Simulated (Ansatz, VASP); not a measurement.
# One calculation of KF, two programs

```
K F
1.0
     0.00000    2.67350    2.67350
     2.67350    0.00000    2.67350
     2.67350    2.67350    0.00000
K F
1 1
Direct
  0.00000 0.00000 0.00000
  0.50000 0.50000 0.50000
```

Alike in both runs: task single point; functional PBE; k mesh 9 × 9 × 9; occupations fermi-dirac, width 0.01 eV; no spin polarisation.

```csv
,VASP,Ansatz
version,VASP 6.6.1,Ansatz 0.2.0
potentials or method,"VASP PAW PBE potentials, release 64 (K_sv, F), cutoff 520 eV","all-electron LAPW, non-relativistic"
```

```tsv
	VASP	Ansatz	Ansatz less VASP
gap on the k mesh at the Fermi level (eV)	6.16	6.24	+0.082
pressure (GPa)	1.4	1.4	+0.02
```

Ansatz ran all-electron here, and VASP with PAW potentials.
